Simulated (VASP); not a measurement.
The system is KI.

```
K I
1.0
     0.11767    3.66195    3.66195
     3.66195    0.11767    3.66195
     3.66195    3.66195    0.11767
K I
1 1
Direct
  0.00000 0.00000 0.00000
  0.50000 0.50000 0.50000
```

This cell differs from its parent crystal: strain along [111] +5.0%.

Base run:

```yaml
Program: VASP 6.6.1
Functional: PBE
Potentials_or_basis: VASP PAW PBE potentials, release 64 (K_sv, I)
Cutoff: 520 eV
k_mesh: 6 × 6 × 6
Occupations: fermi-dirac, width 0.02 eV
Spin: no spin polarisation
```

Its results: band gap on the k mesh 3.78 eV; pressure -0.1 GPa.

Question: The run is repeated on the same cell with these changes: functional from PBE to r2SCAN; occupations from fermi-dirac, width 0.02 eV to gaussian, width 0.01 eV. What comes out?

Answer: Band gap on the k mesh 4.41 eV; pressure -0.5 GPa.

Caveats: spin-orbit coupling is left out, which moves the levels of the heavy elements; the PAW data sets were made with another functional, which shifts forces and pressure a little (at least some runs).

